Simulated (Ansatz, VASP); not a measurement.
## Two plane-wave programs on Sc2As3Se3

```xyz
8
Lattice="5.6802 0.0000 0.0000 -2.8401 4.9192 0.0000 0.0000 0.0000 7.9007" Properties=species:S:1:pos:R:3 pbc="T T T"
Sc    0.0000    3.2794    5.9846
Sc    2.8401    1.6397    1.9161
As    2.8401    0.0000    3.9504
As   -1.4200    2.4596    3.9504
As    1.4200    2.4596    3.9504
Se    0.0000    0.0000    6.5517
Se    0.0000    0.0000    1.3490
Se    0.0000    0.0000    3.9504
```

Alike in both runs: functional PBE; k mesh 3 × 3 × 2; occupations gaussian, width 0.2 eV; no spin polarisation.

Ansatz relaxed the structure, and its values are those at the end. VASP's run is a single point on that final structure, the one shown.

|  | VASP | Ansatz |
| --- | --- | --- |
| version | VASP 6.6.1 | Ansatz 0.2.0 |
| potentials or method | VASP PAW PBE potentials, release 64 (Sc_sv, As, Se), cutoff 520 eV | scalar-relativistic, plane waves, PAW |
| valence electrons in the cell | 55 | 115 |

|  | VASP | Ansatz | Ansatz less VASP |
| --- | --- | --- | --- |
| gap on the k mesh at the Fermi level (eV) | none | none | - |
| pressure (GPa) | 0.3 | 0.1 | -0.12 |
| rms of the force components (eV/Å) | 0.027 | 0.015 | -0.0122 |

A gap of «none» marks a metal or a gap that the smearing closes. With one functional, cell and mesh, what is left measures potentials, basis and numerics. VASP's potentials hold 55 valence electrons a cell and Ansatz's 115, so a difference there can come from the potentials and not from the codes.

The k mesh is coarse, so the values compare programs but aren't converged.
